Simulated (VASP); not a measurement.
## PdPt: relaxation of shape and atoms at fixed volume with LDA

PdPt:

```
CELL_PARAMETERS angstrom
1.16681 0.67366 3.84636
-1.16681 0.67366 3.84636
0.00000 -1.34731 3.84636
ATOMIC_POSITIONS crystal
Pd 0.00000 0.00000 0.00000
Pt 0.50000 0.50000 0.50000
```

* Program: VASP 6.6.1
* Task: relaxation of shape and atoms at fixed volume
* Functional: LDA
* Potentials or basis: VASP PAW LDA potentials, release 64 (Pd, Pt)
* Cutoff: 600 eV
* k mesh: 15 × 15 × 15
* Occupations: fermi-dirac, width 0.05 eV
* Spin: no spin polarisation
* Dipole correction: no
* Further INCAR settings: ALGO = Normal; EDIFF = 1e-07; IBRION = 2; EDIFFG = -0.01; NSW = 50; ISIF = 4

| Quantity | Value |
| --- | --- |
| Energy gained by relaxing | 4.4 meV/atom |
| Ionic steps | 4 |
| Pressure after relaxing | 416.9 GPa |
| Band gap on the k mesh | zero (bands 10 and 11 overlap by 3.70 eV) |

The path:
```
step  energy change (eV)  largest force (eV/Å)  pressure (GPa)  volume (Å³)
   1              0.0000                0.0000          417.18        18.14
   2              0.0555                0.0000          417.91        18.14
   3             -0.0088                0.0000          416.93        18.14
   4             -0.0088                0.0000          416.93        18.14
```

Final structure:
```xyz
2
Lattice="1.1719 0.6766 3.8128 -1.1719 0.6766 3.8128 0.0000 -1.3532 3.8128" Properties=species:S:1:pos:R:3 pbc="T T T"
Pd    0.0000    1.3532    7.6257
Pt    0.0000    0.0000    5.7193
```

Levels at points of the mesh, in eV from the Fermi level:
```tsv
k point	band 7	band 8	band 9	band 10	band 11	band 12	band 13	band 14
(0.00, 0.00, 0.00)	-7.02	-3.13	-3.13	-1.11	0.19	0.19	12.26	12.27
```

Wall time 18 min on 1 thread of Intel Xeon 8259CL (shared host), peak memory 0.31 GiB.

Caveat: spin-orbit coupling is left out, which moves the levels of the heavy elements.
